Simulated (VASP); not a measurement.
# Cr2Cd (Fm-3m) in VASP: a series of runs

Cr2Cd is run at these levels: PBE; tasks: single point, relaxation of cell and atoms.

Everything below comes from runs of VASP 6.6.1. Logs are shortened: lines on timing, memory, paths and dates and some standing lists are left out, and cuts for length are marked.

### 1 The cell of the first run

Symmetry: Fm-3m, No. 225, cubic system. Conventional cell: a = 5.950 Å, b = 5.950 Å, c = 5.950 Å, α = 90.00°, β = 90.00°, γ = 90.00°. Within 3.4 Å of Cr (site symmetry -43m) lie 4 Cd at 2.58 Å and 6 Cr at 2.97 Å. Cd (site symmetry m-3m) has 8 Cr at 2.58 Å within 3.4 Å.

### 2 Single point, PBE, collinear spin, ferromagnetic start

File INCAR:

```
SYSTEM = Cr2Cd
PREC = Accurate ; ENCUT = 520
EDIFF = 1E-6 ; ISMEAR = 0
SIGMA = 0.1 ; LREAL = .FALSE.
LASPH = .TRUE. ; NELM = 150
ALGO = Normal ; ISIF = 2
LWAVE = .FALSE. ; LCHARG = .FALSE.
ISPIN = 2 ; MAGMOM = 1.33 1.33 0
LORBIT = 11 ; LMAXMIX = 4
GGA = PE ; NBANDS = 29
```

File KPOINTS:

```
regular mesh
0
G
  6 6 6
  0 0 0
```

File POSCAR:

```
Cr2Cd
1.0
    0.0000000000      2.9748831190      2.9748831190
    2.9748831190      0.0000000000      2.9748831190
    2.9748831190      2.9748831190      0.0000000000
Cr Cd
2 1
Direct
    0.2500000000      0.2500000000      0.2500000000
    0.7500000000      0.7500000000      0.7500000000
    0.0000000000      0.0000000000      0.0000000000
```

Potentials or basis: VASP PAW PBE potentials, release 64 (Cr_pv, Cd).

Command:

```bash
$ cat potpaw_PBE.64/Cr_pv/POTCAR potpaw_PBE.64/Cd/POTCAR > POTCAR
$ mpirun -np 1 vasp_std > vasp.out
```

OUTCAR:

```text
SYSTEM = Cr2Cd
   PREC = Accurate
   ENCUT = 520
   EDIFF = 1E-6
   ISMEAR = 0
   LREAL = .FALSE.
   LASPH = .TRUE.
   NELM = 150
   ISIF = 2
   ISPIN = 2
   LORBIT = 11
   GGA = PE

 ion  position               nearest neighbor table
   1  0.250  0.250  0.250-   3 2.58   3 2.58   3 2.58   3 2.58   2 2.97   2 2.97   2 2.97   2 2.97
                             2 2.97   2 2.97
   2  0.750  0.750  0.750-   3 2.58   3 2.58   3 2.58   3 2.58   1 2.97   1 2.97   1 2.97   1 2.97
                             1 2.97   1 2.97
   3  0.000  0.000  0.000-   2 2.58   2 2.58   2 2.58   1 2.58   2 2.58   1 2.58   1 2.58   1 2.58

  LATTYP: Found a face centered cubic cell.
 ALAT       =     5.9497662380

  Lattice vectors:

 A1 = (   0.0000000000,   2.9748831190,   2.9748831190)
 A2 = (   2.9748831190,   0.0000000000,   2.9748831190)
 A3 = (   2.9748831190,   2.9748831190,   0.0000000000)

Analysis of symmetry for initial positions (statically):
=====================================================================
 Subroutine PRICEL returns:
 Original cell was already a primitive cell.

 Routine SETGRP: Setting up the symmetry group for a
 face centered cubic supercell.

 Subroutine GETGRP returns: Found 48 space group operations
 (whereof 48 operations were pure point group operations)
 out of a pool of 48 trial point group operations.

The static configuration has the point symmetry O_h .

Analysis of symmetry for dynamics (positions and initial velocities):
=====================================================================
 Subroutine PRICEL returns:
 Original cell was already a primitive cell.

 Routine SETGRP: Setting up the symmetry group for a
 face centered cubic supercell.

 Subroutine GETGRP returns: Found 48 space group operations
 (whereof 48 operations were pure point group operations)
 out of a pool of 48 trial point group operations.

The dynamic configuration has the point symmetry O_h .

Analysis of structural, dynamic, and magnetic symmetry:
=====================================================================
 Subroutine PRICEL returns:
 Original cell was already a primitive cell.

 Routine SETGRP: Setting up the symmetry group for a
 face centered cubic supercell.

 Subroutine GETGRP returns: Found 48 space group operations
 (whereof 48 operations were pure point group operations)
 out of a pool of 48 trial point group operations.

The overall configuration has the point symmetry O_h .

 Subroutine INISYM returns: Found 48 space group operations
[... 115 lines left out ...]
   GGA     = PE    functional components
   LHFCALC =     F    Hartree Fock is set to
   AEXX    =    0.0000 exact exchange contribution
   IVDW    =     0    specifies the selected vdW correction
   LEPSILON=     F    determine dielectric tensor
   LRPA    =     F    only Hartree local field effects (RPA)
 spin polarized calculation
 Gauss-broadening in eV      SIGMA  =   0.10
  energy-cutoff  :      520.00
  volume of cell :       52.66
 maximum number of plane-waves:      1435
   NGX = 15   NGY = 15   NGZ = 15

 number of electron      35.9999982 magnetization       0.0737950

 number of electron      35.9999982 magnetization      -0.0053152

 Free energy of the ion-electron system (eV)
  ---------------------------------------------------
  ext. energy  EPLUGINS =         0.00000000
  ---------------------------------------------------
  free energy    TOTEN  =       -14.49592225 eV

  energy without entropy =      -14.47035727  energy(sigma->0) =      -14.48313976

 E-fermi :   5.1908     XC(G=0): -11.4892

 val. band max:        5.1894459768   @ k =   0.5000   0.1667   0.0000
 cond. band min:       5.1922660452   @ k =   0.5000   0.1667   0.0000
 fundamental gap:      0.0028200684
 Fermi energy:         5.1907829380

 spin component 1

 k-point     1 :       0.0000    0.0000    0.0000
  band No.  band energies     occupation
      1     -37.8480      1.00000
      2     -37.8480      1.00000
      3     -37.8480      1.00000
      4     -37.7642      1.00000
      5     -37.7642      1.00000
      6     -37.7642      1.00000
[... 501 lines left out ...]
     28      13.5460      0.00000
     29      13.5959      0.00000
 Fermi energy:         5.1907829380

 spin component 2

 k-point     1 :       0.0000    0.0000    0.0000
  band No.  band energies     occupation
      1     -37.8509      1.00000
      2     -37.8509      1.00000
      3     -37.8509      1.00000
      4     -37.7671      1.00000
      5     -37.7671      1.00000
      6     -37.7671      1.00000
[... 501 lines left out ...]
     28      13.5450      0.00000
     29      13.5949      0.00000

------------------------ aborting loop because EDIFF is reached ----------------------------------------

  FORCE on cell =-STRESS in cart. coord.  units (eV):
  Direction    XX          YY          ZZ          XY          YZ          ZX
  --------------------------------------------------------------------------------------
  -------------------------------------------------------------------------------------
  Total        0.2291114      0.2291114      0.2291114      0.0000000     -0.0000000      0.0000000
  in kB        6.9713606      6.9713606      6.9713606      0.0000000     -0.0000000      0.0000000
  external PRESSURE =       6.9713606 kB  Pullay stress =       0.0000000 kB

 VOLUME and BASIS-vectors are now :
 -----------------------------------------------------------------------------
  energy-cutoff  :      520.00
  volume of cell :       52.66
      direct lattice vectors                 reciprocal lattice vectors
     0.000000000  2.974883119  2.974883119    -0.168073830  0.168073830  0.168073830
     2.974883119  0.000000000  2.974883119     0.168073830 -0.168073830  0.168073830
     2.974883119  2.974883119  0.000000000     0.168073830  0.168073830 -0.168073830

 POSITION                                       TOTAL-FORCE (eV/Angst)
 -----------------------------------------------------------------------------------
      1.48744      1.48744      1.48744        -0.000000     -0.000000     -0.000000
      4.46232      4.46232      4.46232         0.000000      0.000000      0.000000
      0.00000      0.00000      0.00000        -0.000000     -0.000000      0.000000
 -----------------------------------------------------------------------------------
    total drift:                                0.000000     -0.000000      0.000000

  FREE ENERGIE OF THE ION-ELECTRON SYSTEM (eV)
  ---------------------------------------------------
  free  energy   TOTEN  =       -14.4959222520 eV

  energy  without entropy=      -14.4703572664  energy(sigma->0) =      -14.48313976

 total charge

# of ion       s       p       d       tot
------------------------------------------
    1        0.322   6.202   4.082  10.606
    2        0.322   6.202   4.082  10.606
    3        0.663   0.626   9.401  10.691
--------------------------------------------------
tot          1.307  13.031  17.565  31.903

 magnetization (x)

# of ion       s       p       d       tot
------------------------------------------
    1       -0.000   0.000  -0.003  -0.003
    2       -0.000   0.000  -0.003  -0.003
    3        0.000   0.000  -0.000   0.000
--------------------------------------------------
tot          0.000   0.000  -0.006  -0.006
```

Wall time 76 s (1 thread of Intel Xeon Platinum 8259CL at 2.50GHz (Skylake/Cascade Lake), shared host); peak memory 0.22 GiB.

What came out:

* Free energy: -14.4959 eV
* Pressure: 0.7 GPa
* Band gap on the k mesh: zero (filled and empty bands overlap)
* Net moment: -0.01 μB per cell
* Valence electrons inside the program's atomic spheres: Cr 10.61; Cd 10.69

Levels at points of the mesh, in eV from the Fermi level:
Spin up:
| k point | band 15 | band 16 | band 17 | band 18 | band 19 | band 20 | band 21 | band 22 |
| --- | --- | --- | --- | --- | --- | --- | --- | --- |
| (0.00, 0.00, 0.00) | -1.88 | -1.15 | -1.15 | 0.86 | 0.86 | 0.86 | 1.36 | 1.36 |
| (0.50, 0.00, 0.00) | -1.20 | -0.36 | -0.36 | -0.12 | -0.12 | -0.02 | 0.28 | 0.28 |
| (0.50, 0.50, 0.00) | -0.92 | -0.76 | -0.32 | -0.32 | 0.46 | 0.46 | 0.76 | 1.27 |
Spin down:
| k point | band 15 | band 16 | band 17 | band 18 | band 19 | band 20 | band 21 | band 22 |
| --- | --- | --- | --- | --- | --- | --- | --- | --- |
| (0.00, 0.00, 0.00) | -1.88 | -1.15 | -1.15 | 0.86 | 0.86 | 0.86 | 1.36 | 1.36 |
| (0.50, 0.00, 0.00) | -1.21 | -0.36 | -0.36 | -0.12 | -0.12 | -0.02 | 0.27 | 0.27 |
| (0.50, 0.50, 0.00) | -0.92 | -0.76 | -0.32 | -0.32 | 0.46 | 0.46 | 0.76 | 1.27 |

### 3 Relaxation of cell and atoms, PBE, collinear spin, ferromagnetic start

This run uses another cell than the first one, of 15.44 Å³/atom.

File INCAR:

```
SYSTEM = Cr2Cd
PREC = Accurate ; ENCUT = 600
EDIFF = 1E-6 ; ISMEAR = 0
SIGMA = 0.1 ; LREAL = .False.
LASPH = .True. ; NELM = 150
ALGO = Normal ; ISIF = 3
LWAVE = .False. ; LCHARG = .False.
ISPIN = 2 ; MAGMOM = 1.33 1.33 0
LORBIT = 11 ; LMAXMIX = 4
GGA = PE ; IBRION = 2
NSW = 90 ; EDIFFG = -0.04
```

File KPOINTS:

```
Automatic mesh
0
Gamma
  6 6 6
  0 0 0
```

File POSCAR:

```
Cr2Cd
1.0
    0.0000000000      2.8502072833      2.8502072833
    2.8502072833      0.0000000000      2.8502072833
    2.8502072833      2.8502072833      0.0000000000
Cr Cd
2 1
Direct
    0.2500000000      0.2500000000      0.2500000000
    0.7500000000      0.7500000000      0.7500000000
    0.0000000000      0.0000000000      0.0000000000
```

Potentials or basis: VASP PAW PBE potentials, release 64 (Cr_pv, Cd).

Command:

```bash
$ cat potpaw_PBE.64/Cr_pv/POTCAR potpaw_PBE.64/Cd/POTCAR > POTCAR
$ mpirun -np 1 vasp_std > vasp.out
```

Run time: 2.5 min. Hardware: 1 thread of Intel Xeon Platinum 8259CL at 2.50GHz (Skylake/Cascade Lake), shared host; peak memory 0.22 GiB.

The run converged. Its results:

* Free energy: -16.1419 eV
* Relaxed volume: 22.86 Å³/atom
* Relaxed cell: a = 4.594 Å, b = 4.594 Å, c = 4.594 Å, α = 60.00°, β = 60.00°, γ = 60.00°
* Space group after relaxing (to 0.1 Å): Fm-3m (No. 225)
* Energy gained by relaxing: 671.9 meV/atom
* Ionic steps: 5
* Pressure after relaxing: -0.1 GPa
* Net moment: 8.87 μB per cell
* Site moments: Cr +3.87; Cd +0.05 μB
* Valence electrons inside the program's atomic spheres: Cr 10.48; Cd 10.45

Step by step:
```
step  energy change (eV)  largest force (eV/Å)  pressure (GPa)  volume (Å³)
   1              0.0000                0.0000           24.47        46.31
   2             -1.9629                0.0000            4.03        63.97
   3             -2.0023                0.0000            1.90        66.12
   4             -2.0064                0.0000           -1.41        70.55
   5             -2.0158                0.0000           -0.07        68.57
```

Final structure:
```cif
data_structure
_symmetry_space_group_name_H-M 'P 1'
_symmetry_Int_Tables_number 1
_cell_length_a 4.5942
_cell_length_b 4.5942
_cell_length_c 4.5942
_cell_angle_alpha 60.000
_cell_angle_beta 60.000
_cell_angle_gamma 60.000
_cell_volume 68.57
loop_
_atom_site_label
_atom_site_type_symbol
_atom_site_fract_x
_atom_site_fract_y
_atom_site_fract_z
_atom_site_occupancy
Cr1 Cr 0.25000 0.25000 0.25000 1
Cr2 Cr 0.75000 0.75000 0.75000 1
Cd1 Cd 0.00000 0.00000 0.00000 1
```

Levels at points of the mesh, in eV from the Fermi level:
Spin up:
| k point | band 18 | band 19 | band 20 | band 21 | band 22 | band 23 |
| --- | --- | --- | --- | --- | --- | --- |
| (0.00, 0.00, 0.00) | -0.41 | -0.41 | -0.41 | 0.02 | 0.02 | 4.66 |
| (0.50, 0.00, 0.00) | -1.01 | -1.01 | -0.99 | -0.82 | -0.82 | -0.55 |
| (0.50, 0.50, 0.00) | -1.19 | -0.72 | -0.72 | -0.46 | 0.30 | 0.30 |
Spin down:
| k point | band 10 | band 11 | band 12 | band 13 | band 14 | band 15 | band 16 | band 17 |
| --- | --- | --- | --- | --- | --- | --- | --- | --- |
| (0.00, 0.00, 0.00) | -8.56 | -8.56 | -6.24 | 0.23 | 0.23 | 0.23 | 1.24 | 1.24 |
| (0.50, 0.00, 0.00) | -8.54 | -8.54 | -4.33 | -2.41 | 0.62 | 0.62 | 1.82 | 1.82 |
| (0.50, 0.50, 0.00) | -8.60 | -8.49 | -3.57 | -2.30 | 0.55 | 0.83 | 0.83 | 1.25 |

Caveat: the volume moved by over 15 % at a fixed basis, so the end points are rough; the highest band is partly filled, so the run has too few bands.
